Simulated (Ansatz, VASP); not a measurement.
# CrO2 in VASP and in Ansatz

```
Cr O
1.0
     4.42100    0.00000    0.00000
     0.00000    4.42100    0.00000
     0.00000    0.00000    2.91700
Cr O
2 4
Direct
  0.50000 0.50000 0.50000
  0.00000 0.00000 0.00000
  0.80100 0.19900 0.50000
  0.69900 0.69900 0.00000
  0.19900 0.80100 0.50000
  0.30100 0.30100 0.00000
```

Alike in both runs: functional PBEsol; k mesh 5 × 5 × 8; occupations fermi-dirac, width 0.05 eV; collinear spin.

|  | VASP | Ansatz |
| --- | --- | --- |
| version | VASP 6.6.1 | Ansatz 0.2.0 |
| potentials or method | VASP PAW PBE potentials, release 64 (Cr_pv, O) | Ansatz PAW |
| plane-wave cutoff (eV) | 520 | 420 |
| valence electrons in the cell | 48 | 52 |
| task | single point | band structure |

```csv
,VASP,Ansatz,Ansatz less VASP
gap on the k mesh at the Fermi level (eV),none,none,-
pressure (GPa),-5.9,-6.3,-0.44
"traceless stress, the component that is largest in VASP (GPa)",-1.46,-1.59,-0.125
rms of the force components (eV/Å),0.154,0.161,+0.0067
net moment per atom (μB),0.67,0.67,0.000
size of the moment on the site where the two differ most (μB),2.08,1.71,-0.369
```

VASP's potentials were made for PBE, not for PBEsol. Site moments also hang on the region over which each program counts them. Atom by atom the forces differ by 0.007 eV/Å (rms over components). A gap of «none» marks a metal or a gap that the smearing closes. The functional is the same, so the differences come from potentials, cutoffs and numerics. VASP's potentials hold 48 valence electrons a cell and Ansatz's 52, so a difference there can come from the potentials and not from the codes.
